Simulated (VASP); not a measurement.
A run of VASP 6.6.1 is set up as follows.

File INCAR:

```
ALGO     = Normal         # electronic algorithm
EDIFF    = 1E-6           # SCF threshold, eV
ENCUT    = 520            # plane-wave cutoff, eV
GGA      = PE             # functional
ISIF     = 2              # what is computed and relaxed
ISMEAR   = 0              # smearing method
LASPH    = True           # aspherical terms in the spheres
LCHARG   = False          # write CHGCAR
LREAL    = False          # projectors in reciprocal space
LWAVE    = False          # write WAVECAR
NBANDS   = 16             # bands
NELM     = 60             # most SCF steps
PREC     = Accurate       # precision mode
SIGMA    = 0.02           # smearing width, eV
```

KPOINTS

```
k-points
0
Gamma
  12 12 6
```

The input POSCAR:

```
SiC
1.0
    2.8406312787      0.0000000000      0.0000000000
   -1.4203156393      2.4600588501      0.0000000000
    0.0000000000      0.0000000000      4.6462971024
Si C
2 2
Direct
    0.3333333333      0.6666666667      0.4994268662
    0.6666666667      0.3333333333      0.9994268662
    0.3333333333      0.6666666667      0.8755731338
    0.6666666667      0.3333333333      0.3755731338
```

Potentials or basis: VASP PAW PBE potentials, release 64 (Si, C).

Launch:

```console
$ cat potpaw_PBE.64/Si/POTCAR potpaw_PBE.64/C/POTCAR > POTCAR
$ mpirun -np 1 vasp_std > vasp.out
```

Task: Estimate the pressure.

Result: 89.8 GPa.

Task: Predict the largest force.

Result: 0.009 eV/Å.

Forces in eV/Å, atoms in the order of the input:
```
Si   0.000  0.000 -0.009
Si   0.000  0.000 -0.009
C    0.000  0.000  0.009
C    0.000  0.000  0.009
```
